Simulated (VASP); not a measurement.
# Ca (P6_3/mmc) in VASP: notebook

Runs on Ca. Level: PBE. Tasks: single point.

All numbers are computed with VASP 6.6.1; they aren't measurements. Logs are shortened: lines on timing, memory, paths and dates and some standing lists are left out, and cuts for length are marked.

## 1. The cell of the first run

The structure is hexagonal, space group P6_3/mmc (No. 194). Conventional cell: a = 4.006 Å, b = 4.006 Å, c = 6.563 Å, α = 90.00°, β = 90.00°, γ = 120.00°. Within 5.3 Å of Ca (site symmetry -6m2) lie 12 Ca at 4.01 Å.

## 2. Single point, PBE (volume scaled by 1.02)

File INCAR:

```
ALGO = Normal
EDIFF = 1E-7
ENCUT = 520
GGA = PE
ISIF = 2
ISMEAR = -1
LASPH = True
LCHARG = False
LREAL = False
LWAVE = False
NBANDS = 17
NELM = 100
PREC = Accurate
SIGMA = 0.08
```

File KPOINTS:

```
k-points
0
Gamma
  11 11 6
```

File POSCAR:

```
Ca
1.0
    4.0063579015      0.0000000000      0.0000000000
   -2.0031789507      3.4696077193      0.0000000000
    0.0000000000      0.0000000000      6.5631800663
Ca
2
Direct
    0.3333333333      0.6666666667      0.2500000000
    0.6666666667      0.3333333333      0.7500000000
```

Potentials or basis: VASP PAW PBE potentials, release 64 (Ca_sv).

Launch:

```
> cat potpaw_PBE.64/Ca_sv/POTCAR > POTCAR
> mpirun -np 1 vasp_std > vasp.out
```

OUTCAR:

```text
EDIFF = 1E-7
   ENCUT = 520
   GGA = PE
   ISIF = 2
   ISMEAR = -1
   LASPH = True
   LREAL = False
   NELM = 100
   PREC = Accurate

 ion  position               nearest neighbor table
   1  0.333  0.667  0.250-
   2  0.667  0.333  0.750-

  LATTYP: Found a hexagonal cell.
 ALAT       =     4.0063579015
 C/A-ratio  =     1.6381911521

  Lattice vectors:

 A1 = (   4.0063579015,   0.0000000000,   0.0000000000)
 A2 = (  -2.0031789507,   3.4696077193,   0.0000000000)
 A3 = (   0.0000000000,   0.0000000000,   6.5631800663)

Analysis of symmetry for initial positions (statically):
=====================================================================
 Subroutine PRICEL returns:
 Original cell was already a primitive cell.

 Routine SETGRP: Setting up the symmetry group for a
 hexagonal supercell.

 Subroutine GETGRP returns: Found 24 space group operations
 (whereof 12 operations were pure point group operations)
 out of a pool of 24 trial point group operations.

The static configuration has the point symmetry D_3d.
 The point group associated with its full space group is D_6h.

Analysis of symmetry for dynamics (positions and initial velocities):
=====================================================================
 Subroutine PRICEL returns:
 Original cell was already a primitive cell.

 Routine SETGRP: Setting up the symmetry group for a
 hexagonal supercell.

 Subroutine GETGRP returns: Found 24 space group operations
 (whereof 12 operations were pure point group operations)
 out of a pool of 24 trial point group operations.

The dynamic configuration has the point symmetry D_3d.
 The point group associated with its full space group is D_6h.

 Subroutine INISYM returns: Found 24 space group operations
 (whereof 12 operations are pure point group operations),
 and found     1 'primitive' translations

----------------------------------------------------------------------------------------

                                     Primitive cell

  volume of cell :      91.2314

  direct lattice vectors                    reciprocal lattice vectors
     4.006357902  0.000000000  0.000000000     0.249603262  0.144108510  0.000000000
    -2.003178951  3.469607719  0.000000000     0.000000000  0.288217021  0.000000000
[... 75 lines left out ...]
 SYSTEM =  unknown system
   PREC   = accura    normal or accurate (medium, high low for compatibility)
   ISTART =      0    job   : 0-new  1-cont  2-samecut
   ICHARG =      2    charge: 1-file 2-atom 10-const
   ISPIN  =      1    spin polarized calculation?
   LNONCOLLINEAR =      F non collinear calculations
   LSORBIT =      F    spin-orbit coupling
   LASPH  =      T    aspherical Exc in radial PAW
   ENCUT  =  520.0 eV  38.22 Ry    6.18 a.u.   7.45  7.45 12.20*2*pi/ulx,y,z
   NELM   =    100;   NELMIN=  2; NELMDL= -5     # of ELM steps
   EDIFF  = 0.1E-06   stopping-criterion for ELM
   LREAL  =      F    real-space projection
   EDIFFG = 0.1E-05   stopping-criterion for IOM
   NSW    =      0    number of steps for IOM
   IBRION =     -1    ionic relax: 0-MD 1-quasi-New 2-CG
   NFREE  =      0    steps in history (QN), initial steepest desc. (CG)
   ISIF   =      2    stress and relaxation
   ISYM   =      2    0-nonsym 1-usesym 2-fastsym
   POTIM  = 0.5000    time-step for ionic-motion
   TEBEG  =    0.0;   TEEND  =   0.0 temperature during run
   PSTRESS=    0.0 pullay stress
   NELECT =      20.0000    total number of electrons
   NUPDOWN=      -1.0000    fix difference up-down
   EMIN   =  10.00;   EMAX   =-10.00  energy-range for DOS
   EFERMI =   0.00;   METHOD = LEGACY
   ISMEAR =    -1;   SIGMA  =   0.08  broadening in eV -4-tet -1-fermi 0-gaus
   EFERMI_NEDOS =   21; number of points for ismear=-14 and -15
   IALGO  =     38    algorithm
   IMIX   =      4    mixing-type and parameters
     AMIX     =   0.40;   BMIX     =  1.00
     AMIX_MAG =   1.60;   BMIX_MAG =  1.00
  volume/ion in A,a.u.               =      45.62       307.83
  Fermi-wavevector in a.u.,A,eV,Ry     =   0.987120  1.865387 13.257601  0.974406
  Thomas-Fermi vector in A             =   2.118551
   LORBIT       =      0    0 simple, 1 ext, 2 COOP (PROOUT), +10 PAW based schemes
   GGA     = PE    functional components
   LHFCALC =     F    Hartree Fock is set to
   AEXX    =    0.0000 exact exchange contribution
   IVDW    =     0    specifies the selected vdW correction
   LEPSILON=     F    determine dielectric tensor
   LRPA    =     F    only Hartree local field effects (RPA)
 non-spin polarized calculation
  energy-cutoff  :      520.00
  volume of cell :       91.23
 maximum number of plane-waves:      2491
 NGX is ok and might be reduce to    30
   NGX = 15   NGY = 15   NGZ = 25

 number of electron      20.0000003 magnetization

 Free energy of the ion-electron system (eV)
  ---------------------------------------------------
  ext. energy  EPLUGINS =         0.00000000
  ---------------------------------------------------
  free energy    TOTEN  =        -3.85765531 eV

  energy without entropy =       -3.80525874  energy(sigma->0) =       -3.83145703

 E-fermi :   1.6994     XC(G=0):  -7.4979

 val. band max:        1.6802647312   @ k =   0.3636   0.0909   0.0000
 cond. band min:       1.7012542858   @ k =   0.3636   0.2727   0.5000
 fundamental gap:      0.0209895545
 Fermi energy:         1.6993860493

 k-point     1 :       0.0000    0.0000    0.0000
  band No.  band energies     occupation
      1     -40.5244      2.00000
      2     -40.5152      2.00000
      3     -21.5476      2.00000
      4     -21.4660      2.00000
      5     -21.4660      2.00000
      6     -21.4516      2.00000
[... 457 lines left out ...]
      4     -21.4973      2.00000
      5     -21.4933      2.00000
      6     -21.4759      2.00000
[... 9 lines left out ...]
     16       4.4007      0.00000
     17       4.5757      0.00000

 [... further k-points ...]
[... 5 lines left out ...]
  --------------------------------------------------------------------------------------
  -------------------------------------------------------------------------------------
  Total       -0.6318370     -0.6318370     -0.6161495     -0.0000000      0.0000000      0.0000000
  in kB      -11.0961207    -11.0961207    -10.8206224     -0.0000000      0.0000000      0.0000000
  external PRESSURE =     -11.0042880 kB  Pullay stress =       0.0000000 kB

 VOLUME and BASIS-vectors are now :
 -----------------------------------------------------------------------------
  energy-cutoff  :      520.00
  volume of cell :       91.23
      direct lattice vectors                 reciprocal lattice vectors
     4.006357902  0.000000000  0.000000000     0.249603262  0.144108510  0.000000000
    -2.003178951  3.469607719  0.000000000     0.000000000  0.288217021  0.000000000
     0.000000000  0.000000000  6.563180066     0.000000000  0.000000000  0.152365163

 POSITION                                       TOTAL-FORCE (eV/Angst)
 -----------------------------------------------------------------------------------
     -0.00000      2.31307      1.64080         0.000000     -0.000000      0.000000
      2.00318      1.15654      4.92239        -0.000000      0.000000      0.000000
 -----------------------------------------------------------------------------------
    total drift:                               -0.000000      0.000000     -0.000000

  FREE ENERGIE OF THE ION-ELECTRON SYSTEM (eV)
  ---------------------------------------------------
  free  energy   TOTEN  =        -3.8576553116 eV

  energy  without entropy=       -3.8052587403  energy(sigma->0) =       -3.83145703
```

stdout:

```text
POSCAR found type information on POSCAR Ca
 POSCAR found :  1 types and       2 ions
 scaLAPACK will be used
 LDA part: xc-table for (Slater+PW92), standard interpolation
 POSCAR, INCAR and KPOINTS ok, starting setup
 FFT: planning ... GRIDC
 FFT: planning ... GRID_SOFT
 FFT: planning ... GRID
 WAVECAR not read
 entering main loop
```

Run time: 50 s. Hardware: 1 thread of Intel Xeon Platinum 8559C (Emerald Rapids), shared host; peak memory 0.23 GiB.

Results:

```yaml
Free_energy: -3.8577 eV
Pressure: -1.1 GPa
Band_gap_on_the_k_mesh: zero (band 10 reaches 1.90 eV, above the bottom of band 11 at 1.44 eV)
```

## 3. Single point, PBE (volume scaled by 1.04)

INCAR is that of step 2.

KPOINTS is that of step 2.

File POSCAR:

```
Ca
1.0
    4.0323739415      0.0000000000      0.0000000000
   -2.0161869708      3.4921382709      0.0000000000
    0.0000000000      0.0000000000      6.6057993129
Ca
2
Direct
    0.3333333333      0.6666666667      0.2500000000
    0.6666666667      0.3333333333      0.7500000000
```

Potentials or basis: VASP PAW PBE potentials, release 64 (Ca_sv).

Launch:

```
> cat potpaw_PBE.64/Ca_sv/POTCAR > POTCAR
> mpirun -np 1 vasp_std > vasp.out
```

Run time: 45 s. Hardware: 1 thread of Intel Xeon Platinum 8559C (Emerald Rapids), shared host; peak memory 0.24 GiB.

It converged, with:

| Item | Value |
| --- | --- |
| Free energy | -3.8442 eV |
| Pressure | -1.4 GPa |
| Band gap on the k mesh | zero (band 10 reaches 1.84 eV, above the bottom of band 11 at 1.36 eV) |

Levels at points of the mesh, in eV from the Fermi level:
```
           k point  band 6  band 7  band 8  band 9  band 10  band 11  band 12  band 13  band 14  band 15
(0.00, 0.00, 0.00)  -23.20  -23.20  -23.19   -3.89    -1.00    -0.27     2.15     2.16     2.16     2.44
(0.00, 0.00, 0.50)  -23.20  -23.20  -23.20   -2.95    -2.95     1.33     1.33     2.15     2.15     2.15
```
